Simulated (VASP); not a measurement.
Input of a VASP 6.6.1 run:

Contents of POSCAR:

```
ZrAu
1.0
    2.9528377791      0.0000000000      0.0000000000
    0.0000000000      2.9528377791      0.0000000000
    0.0000000000      0.0000000000      4.3055922582
Zr Au
1 1
Direct
    0.0000000000      0.0000000000      0.0000000000
    0.5000000000      0.5000000000      0.5000000000
```

Contents of INCAR.step1:

```
SYSTEM = ZrAu
ALGO = Normal ; EDIFF = 1E-4
ENCUT = 520 ; GGA = PE
ISMEAR = 0 ; LASPH = .TRUE.
LCHARG = .FALSE. ; LREAL = .FALSE.
LWAVE = .TRUE. ; NBANDS = 18
NELM = 100 ; PREC = Accurate
SIGMA = 0.1
```

Contents of INCAR.step2:

```
SYSTEM = ZrAu
ALGO = Normal ; EDIFF = 1E-6
ENCUT = 520 ; ISIF = 2
ISMEAR = 0 ; ISTART = 1
LASPH = .TRUE. ; LCHARG = .FALSE.
LMIXTAU = .TRUE. ; LREAL = .FALSE.
LWAVE = .FALSE. ; METAGGA = R2SCAN
NBANDS = 18 ; NELM = 100
PREC = Accurate ; SIGMA = 0.1
```

KPOINTS

```
k-points
0
G
  14 14 10
  0 0 0
```

Potentials or basis: VASP PAW PBE potentials, release 64 (Zr_sv, Au).

Launch:

```console
$ cat potpaw_PBE.64/Zr_sv/POTCAR potpaw_PBE.64/Au/POTCAR > POTCAR
$ cp INCAR.step1 INCAR
$ mpirun -np 1 vasp_std > vasp.out
$ cp INCAR.step2 INCAR
$ mpirun -np 1 vasp_std > vasp.out
```

Problem. Predict the pressure.

Solution. 4.1 GPa.

Stress tensor (GPa, compression positive):
```
 6.19  0.00  0.00
 0.00  6.19  0.00
 0.00  0.00 -0.10
```

Caveat: the cell differs from its parent crystal (biaxial strain in the a-b plane: -4.5 %, then relaxed in part); the PAW data sets were made with another functional, which shifts forces and pressure a little.
